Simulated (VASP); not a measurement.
# C (P6_3/mmc) in VASP: further runs

The runs below take C through single point, relaxation of cell and atoms, with PBE+D3(BJ).

Everything below comes from runs of VASP 6.6.1. Logs are shortened: lines on timing, memory, paths and dates and some standing lists are left out, and cuts for length are marked.

## 1. The cell of the first run

The structure is hexagonal, space group P6_3/mmc (No. 194). Conventional cell: a = 2.465 Å, b = 2.465 Å, c = 6.739 Å, α = 90.00°, β = 90.00°, γ = 120.00°. Within 1.9 Å of C (site symmetry -6m2) lie 3 C at 1.42 Å. Within 1.9 Å of C (site symmetry -6m2) lie 3 C at 1.42 Å.

## 2. Single point, PBE+D3(BJ)

Input file INCAR:

```
PREC = Accurate
ENCUT = 520
EDIFF = 1E-6
ISMEAR = -1
SIGMA = 0.15
LREAL = F
LASPH = T
NELM = 100
ALGO = Normal
ISIF = 2
LWAVE = F
LCHARG = T
GGA = PE
IVDW = 12
LELF = T
LVHAR = T
NBANDS = 16
```

Input file KPOINTS:

```
regular mesh
0
Gamma
  21 21 6
```

Input file POSCAR:

```
C
1.0
    2.4649774828      0.0000000000      0.0000000000
   -1.2324887414      2.1347331199      0.0000000000
    0.0000000000      0.0000000000      6.7391320048
C
4
Direct
    0.0000000000      0.0000000000      0.0025000000
    0.0000000000      0.0000000000      0.5025000000
    0.3333333333      0.6666666667      0.0025000000
    0.6666666667      0.3333333333      0.5025000000
```

Potentials or basis: VASP PAW PBE potentials, release 64 (C).

Launch:

```
$ cat potpaw_PBE.64/C/POTCAR > POTCAR
$ mpirun -np 1 vasp_std > vasp.out
```

OUTCAR:

```text
PREC = Accurate
   ENCUT = 520
   EDIFF = 1E-6
   ISMEAR = -1
   LREAL = F
   LASPH = T
   NELM = 100
   ISIF = 2
   GGA = PE
   IVDW = 12
 IVDW          = 12

 ion  position               nearest neighbor table
   1  0.000  0.000  0.002-   3 1.42   3 1.42   3 1.42
   2  0.000  0.000  0.502-   4 1.42   4 1.42   4 1.42
   3  0.333  0.667  0.002-   1 1.42   1 1.42   1 1.42
   4  0.667  0.333  0.502-   2 1.42   2 1.42   2 1.42

  LATTYP: Found a hexagonal cell.
 ALAT       =     2.4649774828
 C/A-ratio  =     2.7339527650

  Lattice vectors:

 A1 = (   2.4649774828,   0.0000000000,   0.0000000000)
 A2 = (  -1.2324887414,   2.1347331199,   0.0000000000)
 A3 = (   0.0000000000,   0.0000000000,   6.7391320048)

Analysis of symmetry for initial positions (statically):
=====================================================================
 Subroutine PRICEL returns:
 Original cell was already a primitive cell.

 Routine SETGRP: Setting up the symmetry group for a
 hexagonal supercell.

 Subroutine GETGRP returns: Found 24 space group operations
 (whereof  6 operations were pure point group operations)
 out of a pool of 24 trial point group operations.

The static configuration has the point symmetry C_3v.
 The point group associated with its full space group is D_6h.

Analysis of symmetry for dynamics (positions and initial velocities):
=====================================================================
 Subroutine PRICEL returns:
 Original cell was already a primitive cell.

 Routine SETGRP: Setting up the symmetry group for a
 hexagonal supercell.

 Subroutine GETGRP returns: Found 24 space group operations
 (whereof  6 operations were pure point group operations)
 out of a pool of 24 trial point group operations.

The dynamic configuration has the point symmetry C_3v.
 The point group associated with its full space group is D_6h.

 Subroutine INISYM returns: Found 24 space group operations
 (whereof  6 operations are pure point group operations),
 and found     1 'primitive' translations

----------------------------------------------------------------------------------------

                                     Primitive cell

  volume of cell :      35.4618

  direct lattice vectors                    reciprocal lattice vectors
     2.464977483  0.000000000  0.000000000     0.405683219  0.234221316  0.000000000
    -1.232488741  2.134733120  0.000000000     0.000000000  0.468442631  0.000000000
     0.000000000  0.000000000  6.739132005     0.000000000  0.000000000  0.148387062

  length of vectors
[... 90 lines left out ...]
   IBRION =     -1    ionic relax: 0-MD 1-quasi-New 2-CG
   NFREE  =      0    steps in history (QN), initial steepest desc. (CG)
   ISIF   =      2    stress and relaxation
   ISYM   =      2    0-nonsym 1-usesym 2-fastsym
   POTIM  = 0.5000    time-step for ionic-motion
   TEBEG  =    0.0;   TEEND  =   0.0 temperature during run
   PSTRESS=    0.0 pullay stress
   NELECT =      16.0000    total number of electrons
   NUPDOWN=      -1.0000    fix difference up-down
   EMIN   =  10.00;   EMAX   =-10.00  energy-range for DOS
   EFERMI =   0.00;   METHOD = LEGACY
   ISMEAR =    -1;   SIGMA  =   0.15  broadening in eV -4-tet -1-fermi 0-gaus
   EFERMI_NEDOS =   21; number of points for ismear=-14 and -15
   IALGO  =     38    algorithm
   IMIX   =      4    mixing-type and parameters
     AMIX     =   0.40;   BMIX     =  1.00
     AMIX_MAG =   1.60;   BMIX_MAG =  1.00
  volume/ion in A,a.u.               =       8.87        59.83
  Fermi-wavevector in a.u.,A,eV,Ry     =   1.255629  2.372795 21.451001  1.576604
  Thomas-Fermi vector in A             =   2.389376
   LORBIT       =      0    0 simple, 1 ext, 2 COOP (PROOUT), +10 PAW based schemes
   GGA     = PE    functional components
   LHFCALC =     F    Hartree Fock is set to
   AEXX    =    0.0000 exact exchange contribution
   IVDW    =    12    specifies the selected vdW correction
   LEPSILON=     F    determine dielectric tensor
   LRPA    =     F    only Hartree local field effects (RPA)
 non-spin polarized calculation
  energy-cutoff  :      520.00
  volume of cell :       35.46
 maximum number of plane-waves:       979
   NGX =  9   NGY =  9   NGZ = 25

 number of electron      15.9999995 magnetization

 Free energy of the ion-electron system (eV)
  ---------------------------------------------------
  ext. energy  EPLUGINS =         0.00000000
  ---------------------------------------------------
  free energy    TOTEN  =       -36.84995390 eV

  energy without entropy =      -36.84511190  energy(sigma->0) =      -36.84753290

 E-fermi :   4.6528     XC(G=0): -10.2938

 val. band max:        4.6520866877   @ k =   0.3333   0.3333   0.5000
 cond. band min:       4.9704586286   @ k =   0.3333   0.3333   0.3333
 fundamental gap:      0.3183719409
 Fermi energy:         4.6528169824

 k-point     1 :       0.0000    0.0000    0.0000
  band No.  band energies     occupation
      1     -15.0077      2.00000
      2     -14.7174      2.00000
      3      -3.8553      2.00000
      4      -1.9312      2.00000
      5       1.6222      2.00000
      6       1.6222      2.00000
[... 433 lines left out ...]
      3      -2.5433      2.00000
      4      -2.4662      2.00000
      5      -2.0450      2.00000
      6      -0.8735      2.00000
[... 8 lines left out ...]
     15      16.5364      0.00000
     16      16.7512      0.00000

 [... further k-points ...]

------------------------ aborting loop because EDIFF is reached ----------------------------------------

 Edisp (eV)   -0.62213

 E8    (eV) :    -0.1762

  FORCE on cell =-STRESS in cart. coord.  units (eV):
  Direction    XX          YY          ZZ          XY          YZ          ZX
  --------------------------------------------------------------------------------------
  -------------------------------------------------------------------------------------
  Total       0.15713     0.15713    -0.02151    -0.00000    -0.00000     0.00000
  in kB       7.09924     7.09924    -0.97171    -0.00000    -0.00000     0.00000
  external pressure =        4.41 kB  Pullay stress =        0.00 kB

 VOLUME and BASIS-vectors are now :
 -----------------------------------------------------------------------------
  energy-cutoff  :      520.00
  volume of cell :       35.46
      direct lattice vectors                 reciprocal lattice vectors
     2.464977483  0.000000000  0.000000000     0.405683219  0.234221316  0.000000000
    -1.232488741  2.134733120  0.000000000     0.000000000  0.468442631  0.000000000
     0.000000000  0.000000000  6.739132005     0.000000000  0.000000000  0.148387062

 POSITION                                       TOTAL-FORCE (eV/Angst)
 -----------------------------------------------------------------------------------
      0.00000      0.00000      0.01685         0.000000     -0.000000      0.000000
      0.00000      0.00000      3.38641        -0.000000      0.000000     -0.000000
     -0.00000      1.42316      0.01685         0.000000     -0.000000     -0.000000
      1.23249      0.71158      3.38641        -0.000000      0.000000     -0.000000
 -----------------------------------------------------------------------------------
    total drift:                               -0.000000     -0.000000     -0.000010

  FREE ENERGIE OF THE ION-ELECTRON SYSTEM (eV)
  ---------------------------------------------------
  free  energy   TOTEN  =       -37.4720845678 eV

  energy  without entropy=      -37.4672425677  energy(sigma->0) =      -37.46966357
```

OSZICAR:

```text
N       E                     dE             d eps       ncg     rms          rms(c)
DAV:   1     0.295810885323E+02    0.29581E+02   -0.79334E+03  6144   0.932E+02
DAV:   2    -0.366163347553E+02   -0.66197E+02   -0.60543E+02  8736   0.183E+02
DAV:   3    -0.391946845926E+02   -0.25783E+01   -0.25662E+01  8008   0.335E+01
DAV:   4    -0.392169581882E+02   -0.22274E-01   -0.22251E-01  7728   0.369E+00
DAV:   5    -0.392173174309E+02   -0.35924E-03   -0.35922E-03  7960   0.446E-01    0.893E+00
DAV:   6    -0.374121883048E+02    0.18051E+01   -0.11925E+00  7344   0.696E+00    0.522E+00
DAV:   7    -0.368419389311E+02    0.57025E+00   -0.14786E+00  7640   0.785E+00    0.148E+00
DAV:   8    -0.368511688931E+02   -0.92300E-02   -0.72621E-02  7360   0.161E+00    0.345E-01
DAV:   9    -0.368497637815E+02    0.14051E-02   -0.21059E-03  7824   0.322E-01    0.970E-02
DAV:  10    -0.368499623577E+02   -0.19858E-03   -0.59869E-04  6712   0.159E-01    0.729E-02
DAV:  11    -0.368499532710E+02    0.90867E-05   -0.30779E-05  8048   0.376E-02    0.563E-03
DAV:  12    -0.368499538961E+02   -0.62515E-06   -0.12341E-06  6696   0.774E-03
   1 F= -.37472085E+02 E0= -.37469664E+02  d E =-.484200E-02
```

stdout:

```text
POSCAR found type information on POSCAR C
 POSCAR found :  1 types and       4 ions
 scaLAPACK will be used
 LDA part: xc-table for (Slater+PW92), standard interpolation
 POSCAR, INCAR and KPOINTS ok, starting setup
 FFT: planning ... GRIDC
 FFT: planning ... GRID_SOFT
 FFT: planning ... GRID
 WAVECAR not read
 entering main loop
```

It took 33 s on 1 thread of Intel Xeon 6975P-C (Granite Rapids), shared host; peak memory 0.2 GiB.

Results:

```
Free energy                : -37.4721 eV
Pressure                   : 0.4 GPa
Band gap on the k mesh     : zero (band 8 reaches 4.64 eV, above the bottom of band 9 at 4.62 eV)
Dispersion energy per atom : -0.156 eV
```

Stress tensor (GPa, compression positive):
```
 0.71  0.00  0.00
 0.00  0.71  0.00
 0.00  0.00 -0.10
```

## 3. Relaxation of cell and atoms, PBE+D3(BJ)

Input file INCAR:

```
  PREC = Accurate
  ENCUT = 600
  EDIFF = 1E-7
  ISMEAR = -1
  SIGMA = 0.15
  LREAL = F
  LASPH = T
  NELM = 100
  ALGO = Normal
  ISIF = 3
  LWAVE = F
  LCHARG = F
  GGA = PE
  IVDW = 12
  IBRION = 2
  NSW = 80
  EDIFFG = -0.001
```

Input file KPOINTS:

```
Automatic mesh
0
Gamma
  21 21 6
```

Input file POSCAR:

```
C
1.0
    2.4649634496      0.0000000000      0.0000000000
   -1.2324817248      2.1347209668      0.0000000000
    0.0000000000      0.0000000000      6.7405394105
C
4
Direct
    0.0000000000      0.0000000000      0.0025000117
    0.0000000000      0.0000000000      0.5025000117
    0.3333333333      0.6666666667      0.0024999883
    0.6666666667      0.3333333333      0.5024999883
```

Potentials or basis: VASP PAW PBE potentials, release 64 (C).

Launch:

```
$ cat potpaw_PBE.64/C/POTCAR > POTCAR
$ mpirun -np 1 vasp_std > vasp.out
```

It took 2.8 min on 1 thread of Intel Xeon 6975P-C (Granite Rapids), shared host; peak memory 0.22 GiB.

The run converged. Its results:

| Property | Result |
| --- | --- |
| Free energy | -37.4820 eV |
| Relaxed volume | 8.78 Å³/atom |
| Relaxed cell | a = 2.465 Å, b = 2.465 Å, c = 6.676 Å, α = 90.00°, β = 90.00°, γ = 120.00° |
| Space group after relaxing (to 0.05 Å) | P6_3/mmc (No. 194) |
| Energy gained by relaxing | 0.1 meV/atom |
| Ionic steps | 9 |
| Pressure after relaxing | 0.0 GPa |
| Band gap on the k mesh | zero (band 8 reaches 4.72 eV, above the bottom of band 9 at 4.70 eV) |
| Dispersion energy per atom | -0.157 eV |

Step by step:
```
step  energy change (eV)  largest force (eV/Å)  pressure (GPa)  volume (Å³)
   1              0.0000                0.0000            0.02        35.47
   2              0.0000                0.0000           -0.42        35.48
   3              0.0000                0.0000           -0.26        35.47
   4             -0.0001                0.0000           -0.23        35.45
   5             -0.0002                0.0000           -0.15        35.37
   6             -0.0003                0.0000            0.02        35.21
   7             -0.0003                0.0000            0.09        35.14
   8             -0.0003                0.0000           -0.29        35.13
   9             -0.0004                0.0000            0.00        35.14
```

Final structure:
```
C
1.0
     2.46524    0.00000    0.00000
    -1.23262    2.13496    0.00000
     0.00000    0.00000    6.67620
C
4
Direct
  0.00000 0.00000 0.00250
  0.00000 0.00000 0.50250
  0.33333 0.66667 0.00250
  0.66667 0.33333 0.50250
```

Levels at points of the mesh, in eV from the Fermi level:
```
           k point  band 5  band 6  band 7  band 8  band 9  band 10  band 11  band 12
(0.00, 0.00, 0.00)   -3.03   -3.03   -3.01   -3.01    4.32     8.31     8.31     8.36
(0.00, 0.00, 0.50)   -3.02   -3.02   -3.02   -3.02    7.00     7.00     8.33     8.33
```
